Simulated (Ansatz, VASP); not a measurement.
# Two plane-wave programs on Al2O3

```xyz
5
Lattice="3.0175 0.0000 0.0000 -1.5087 2.6132 0.0000 0.0000 0.0000 7.5746" Properties=species:S:1:pos:R:3 pbc="T T T"
Al    0.0000    0.0000    5.4693
Al    0.0000    0.0000    2.1054
O     0.0000    0.0000    3.7873
O     1.5087    0.8711    6.0638
O     0.0000    1.7421    1.5108
```

Alike in both runs: task relaxation of cell and atoms; functional PBEsol; dispersion D4; k mesh 10 × 10 × 4; occupations fermi-dirac, width 0.05 eV; no spin polarisation.

```csv
,VASP,Ansatz
version,VASP 6.6.1,Ansatz 0.2.0
potentials or method,"VASP PAW PBE potentials, release 64 (Al, O)",Ansatz PAW
plane-wave cutoff (eV),600,420
valence electrons in the cell,24,24
```

Ansatz gave:

```
gap on the k mesh at the Fermi level, each at its own relaxed structure (eV) : 2.40
relaxed volume (Å³/atom)                                                     : 11.35
relaxed cell length with the largest relative difference (Å)                 : 7.385
```

Task: Which values does VASP return?

Result: gap on the k mesh at the Fermi level, each at its own relaxed structure (eV): 2.37; relaxed volume (Å³/atom): 11.24; relaxed cell length with the largest relative difference (Å): 7.315.

VASP's potentials were made for PBE, not for PBEsol.

Noted on Ansatz's run: the plane-wave basis is chosen anew once the cell has moved, so the energies of steps on either side of that aren't comparable.
